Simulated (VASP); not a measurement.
Set up this calculation in VASP 6.6.1, as the native input.

| Quantity | Value |
| --- | --- |
| Task | single point |
| Functional | LDA |
| Potentials or basis | VASP PAW LDA potentials, release 64 (W_sv, C, F) |
| Cutoff | 520 eV |
| k mesh | 3 × 3 × 1 |
| Occupations | gaussian, width 0.1 eV |
| Spin | no spin polarisation |
| Dipole correction | no |
| Further INCAR settings | ALGO = Normal; EDIFF = 1e-06; NBANDS = 94; NELMDL = -8 |

The structure of W4C4F lies in POSCAR:

```
W4C4F
1.0
    5.6929600000      0.0000000000      0.0000000000
   -2.8464800000      4.9302480000      0.0000000000
    0.0000000000      0.0000000000     15.1931300000
W C F
8 8 2
Direct
    0.0000000000      0.0000000000      0.0658192222
   -0.0011214182     -0.0021349839      0.2523630088
    0.0000000000      0.5000000000      0.0658192222
    0.0009870329      0.5005772529      0.2500967872
    0.5000000000      0.0000000000      0.0658192222
    0.4960823085     -0.0047259286      0.2503596691
    0.5000000000      0.5000000000      0.0658192222
    0.4951154946      0.5026909397      0.2533631319
    0.3307352229      0.1661843380      0.1523505032
    0.3456492869      0.1655344721      0.3269733755
    0.3336375457      0.6652529447      0.1507595867
    0.3248459636      0.6710372379      0.3276927796
    0.8344493480      0.1642396082      0.1532882954
    0.8203442271      0.1770389644      0.3338949249
    0.8329299073      0.6683850386      0.1522962023
    0.8316505364      0.6517197512      0.3266898263
    1.0494674687      0.9483443835      0.3980069281
    0.8161386464      1.1835349865      0.4194872288
```

The input as run:

INCAR

```
SYSTEM = W4C4F
  ALGO = Normal
  EDIFF = 1E-6
  ENCUT = 520
  GGA_COMPAT = .False.
  ISIF = 2
  ISMEAR = 0
  LASPH = .True.
  LCHARG = .False.
  LREAL = .False.
  LWAVE = .False.
  NBANDS = 94
  NELM = 120
  NELMDL = -8
  PREC = Accurate
  SIGMA = 0.1
```

KPOINTS

```
k-points
0
Gamma
  3 3 1
  0 0 0
```

Potentials or basis: VASP PAW LDA potentials, release 64 (W_sv, C, F).

Launch:

```sh
$ cat potpaw_LDA.64/W_sv/POTCAR potpaw_LDA.64/C/POTCAR potpaw_LDA.64/F/POTCAR > POTCAR
$ mpirun -np 1 vasp_std > vasp.out
```

It gave:

The largest force is 0.578 eV/Å and the band gap on the k mesh is zero (bands 79 and 80 overlap by 0.66 eV).

Caveat: the k points lie up to 0.42 Å⁻¹ apart, too coarse for converged energies and pressures of a metal; there is no dipole correction, which matters where the two faces differ; spin-orbit coupling is left out, which moves the levels of the heavy elements.

It took 16 min on 1 thread of Oxide Virtual Turin-like Processor, with other jobs on the host, peak memory 0.42 GiB.
